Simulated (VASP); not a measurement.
# ZnCu (Pm-3m) in VASP: further runs, part 2 of 2

VASP 6.6.1. The steps go on from the part before.

### Step 4. Single point, r2SCAN

Input file POSCAR:

```
ZnCu
1.0
    2.9193699032      0.0000000000      0.0000000000
    0.0000000000      2.9193699032      0.0000000000
    0.0000000000      0.0000000000      2.9193699032
Zn Cu
1 1
Direct
    0.0000000000      0.0000000000      0.0000000000
    0.5000000000      0.5000000000      0.5000000000
```

Input file INCAR.step1:

```
ALGO = Normal ; EDIFF = 1E-4
ENCUT = 520 ; GGA = PE
ISMEAR = -1 ; LASPH = T
LCHARG = F ; LREAL = F
LWAVE = T ; NBANDS = 18
NELM = 100 ; PREC = Accurate
SIGMA = 0.1
```

Input file INCAR.step2:

```
ALGO = Normal ; EDIFF = 1E-6
ENCUT = 520 ; ISIF = 2
ISMEAR = -1 ; ISTART = 1
LASPH = T ; LCHARG = F
LMIXTAU = T ; LREAL = F
LWAVE = F ; METAGGA = R2SCAN
NBANDS = 18 ; NELM = 100
PREC = Accurate ; SIGMA = 0.1
```

Input file KPOINTS:

```
k-points
0
Gamma
  14 14 14
```

Run with:

```console
$ cat potpaw_PBE.64/Zn/POTCAR potpaw_PBE.64/Cu/POTCAR > POTCAR
$ cp INCAR.step1 INCAR
$ mpirun -np 1 vasp_std > vasp.out
$ cp INCAR.step2 INCAR
$ mpirun -np 1 vasp_std > vasp.out
```

Wall time 3.5 min (1 thread of Intel Xeon 8259CL, shared host); peak memory 0.19 GiB.

Results (log left out):

```yaml
Free_energy: -19.9496 eV
Pressure: 0.6 GPa
Band_gap_on_the_k_mesh: zero (an odd number of electrons rules out a gap without spin polarisation)
```

Levels at points of the mesh, in eV from the Fermi level:
```csv
k point,band 9,band 10,band 11,band 12,band 13,band 14,band 15,band 16
"(0.00, 0.00, 0.00)",-2.90,-2.90,-2.90,6.71,6.71,6.71,11.67,11.67
"(0.50, 0.00, 0.00)",-3.49,-3.49,-2.98,-2.13,12.56,12.56,13.14,13.14
"(0.50, 0.50, 0.00)",-3.06,-2.67,-2.10,-2.10,2.03,2.36,15.08,16.50
"(0.50, 0.50, 0.50)",-2.65,-2.65,4.52,4.52,4.52,4.57,4.75,4.75
```

Caveat: the PAW data sets were made with another functional, which shifts forces and pressure a little.

### Step 5. Single point, r2SCAN

This run uses another cell than the first one, of 12.56 Å³/atom.

Input file POSCAR:

```
ZnCu
1.0
    2.9290688778      0.0000000000      0.0000000000
    0.0000000000      2.9290688778      0.0000000000
    0.0000000000      0.0000000000      2.9290688778
Zn Cu
1 1
Direct
    0.0000000000      0.0000000000      0.0000000000
    0.5000000000      0.5000000000      0.5000000000
```

Input file INCAR.step1:

```
SYSTEM = ZnCu
ALGO = Normal
EDIFF = 1E-4
ENCUT = 520
GGA = PE
ISMEAR = -1
LASPH = .True.
LCHARG = .False.
LREAL = .False.
LWAVE = .True.
NBANDS = 18
NELM = 80
PREC = Accurate
SIGMA = 0.1
```

Input file INCAR.step2:

```
SYSTEM = ZnCu
ALGO = Normal
EDIFF = 1E-7
ENCUT = 520
ISIF = 2
ISMEAR = -1
ISTART = 1
LASPH = .True.
LCHARG = .False.
LMIXTAU = .True.
LREAL = .False.
LWAVE = .False.
METAGGA = R2SCAN
NBANDS = 18
NELM = 80
PREC = Accurate
SIGMA = 0.1
```

Input file KPOINTS:

```
k-points
0
Gamma
  14 14 14
  0 0 0
```

Run with:

```console
$ cat potpaw_PBE.64/Zn/POTCAR potpaw_PBE.64/Cu/POTCAR > POTCAR
$ cp INCAR.step1 INCAR
$ mpirun -np 1 vasp_std > vasp.out
$ cp INCAR.step2 INCAR
$ mpirun -np 1 vasp_std > vasp.out
```

It took 3.4 min on 1 thread of Intel Xeon 8259CL, shared host; peak memory 0.19 GiB.

The run converged. Its results:

| Quantity | Value |
| --- | --- |
| Free energy | -19.9495 eV |
| Pressure | -0.7 GPa |
| Band gap on the k mesh | zero (an odd number of electrons rules out a gap without spin polarisation) |

Levels at points of the mesh, in eV from the Fermi level:
| k point | band 9 | band 10 | band 11 | band 12 | band 13 | band 14 | band 15 | band 16 |
| --- | --- | --- | --- | --- | --- | --- | --- | --- |
| (0.00, 0.00, 0.00) | -2.88 | -2.88 | -2.88 | 6.67 | 6.67 | 6.67 | 11.60 | 11.60 |
| (0.50, 0.00, 0.00) | -3.45 | -3.45 | -2.96 | -2.12 | 12.47 | 12.47 | 13.06 | 13.06 |
| (0.50, 0.50, 0.00) | -3.04 | -2.65 | -2.07 | -2.07 | 1.99 | 2.32 | 14.96 | 16.42 |
| (0.50, 0.50, 0.50) | -2.63 | -2.63 | 4.49 | 4.50 | 4.50 | 4.50 | 4.71 | 4.71 |

Caveat: the PAW data sets were made with another functional, which shifts forces and pressure a little.

### Step 6. Relaxation of cell and atoms, r2SCAN

This run uses another cell than the first one, of 14.90 Å³/atom.

Input file POSCAR:

```
ZnCu
1.0
    3.1000000000      0.0000000000      0.0000000000
    0.0000000000      3.1000000000      0.0000000000
    0.0000000000      0.0000000000      3.1000000000
Zn Cu
1 1
Direct
    0.0000000000      0.0000000000      0.0000000000
    0.5000000000      0.5000000000      0.5000000000
```

Input file INCAR.step1:

```
PREC = Accurate
ENCUT = 600
ISMEAR = -1
SIGMA = 0.1
LREAL = False
LASPH = True
NELM = 60
GGA = PE
ALGO = Normal
EDIFF = 1E-4
LWAVE = True
LCHARG = False
```

Input file INCAR.step2:

```
PREC = Accurate
ENCUT = 600
EDIFF = 1E-7
ISMEAR = -1
SIGMA = 0.1
LREAL = False
LASPH = True
NELM = 60
ALGO = Normal
ISIF = 3
LWAVE = False
LCHARG = False
METAGGA = R2SCAN
LMIXTAU = True
IBRION = 2
NSW = 60
EDIFFG = -0.02
ISTART = 1
```

Input file KPOINTS:

```
regular mesh
0
Gamma
  13 13 13
```

Potentials or basis: VASP PAW PBE potentials, release 64 (Zn, Cu).

Run with:

```console
$ cat potpaw_PBE.64/Zn/POTCAR potpaw_PBE.64/Cu/POTCAR > POTCAR
$ cp INCAR.step1 INCAR
$ mpirun -np 1 vasp_std > vasp.out
$ cp INCAR.step2 INCAR
$ mpirun -np 1 vasp_std > vasp.out
```

Wall time 13 min (1 thread of Intel Xeon 8259CL, shared host); peak memory 0.21 GiB.

It converged, with:

| Property | Result |
| --- | --- |
| Free energy | -19.9522 eV |
| Relaxed volume | 12.48 Å³/atom |
| Relaxed cell | a = 2.923 Å, b = 2.923 Å, c = 2.923 Å, α = 90.00°, β = 90.00°, γ = 90.00° |
| Space group after relaxing (to 0.1 Å) | Pm-3m (No. 221) |
| Energy gained by relaxing | 136.8 meV/atom |
| Ionic steps | 3 |
| Pressure after relaxing | 0.1 GPa |
| Band gap on the k mesh | zero (an odd number of electrons rules out a gap without spin polarisation) |

The path:
```tsv
step	energy change (eV)	largest force (eV/Å)	pressure (GPa)	volume (Å³)
1	0.0000	0.0000	-15.10	29.79
2	-0.2613	0.0000	5.05	24.14
3	-0.2735	0.0000	0.06	24.97
```

Final structure:
```cif
data_structure
_symmetry_space_group_name_H-M 'P 1'
_symmetry_Int_Tables_number 1
_cell_length_a 2.9227
_cell_length_b 2.9227
_cell_length_c 2.9227
_cell_angle_alpha 90.000
_cell_angle_beta 90.000
_cell_angle_gamma 90.000
_cell_volume 24.97
loop_
_atom_site_label
_atom_site_type_symbol
_atom_site_fract_x
_atom_site_fract_y
_atom_site_fract_z
_atom_site_occupancy
Zn1 Zn 0.00000 0.00000 0.00000 1
Cu1 Cu 0.50000 0.50000 0.50000 1
```

Levels at points of the mesh, in eV from the Fermi level:
| k point | band 8 | band 9 | band 10 | band 11 | band 12 | band 13 | band 14 | band 15 |
| --- | --- | --- | --- | --- | --- | --- | --- | --- |
| (0.00, 0.00, 0.00) | -3.81 | -2.89 | -2.89 | -2.89 | 6.70 | 6.70 | 6.70 | 11.64 |

Caveat: the volume moved by over 15 % at a fixed basis, so the end points are rough; the PAW data sets were made with another functional, which shifts forces and pressure a little.

### Step 7. Summary

| task | cell | k mesh | cutoff (eV) | gap on the mesh (eV) | pressure (GPa) |
| --- | --- | --- | --- | --- | --- |
| single point | a = 2.919 Å, 2 atoms | 13 × 13 × 13 | 520 | none | 0.6 |
| single point | a = 2.910 Å, 2 atoms | 14 × 14 × 14 | 520 | none | 2.0 |
| single point | a = 2.919 Å, 2 atoms | 14 × 14 × 14 | 520 | none | 0.6 |
| single point | a = 2.929 Å, 2 atoms | 14 × 14 × 14 | 520 | none | -0.7 |
| relaxation of cell and atoms | relaxed from a = 3.100 Å, 2 atoms | 13 × 13 × 13 | 600 | none | 0.1 |

Alike in all rows: level r2SCAN; potentials or basis VASP PAW PBE potentials, release 64 (Zn, Cu); no spin polarisation; smearing fermi-dirac 0.1 eV.

Caveats: the PAW data sets were made with another functional, which shifts forces and pressure a little; the volume moved by over 15 % at a fixed basis, so the end points are rough (at least some runs).

Absolute energies hang on the potentials; compare differences alone.
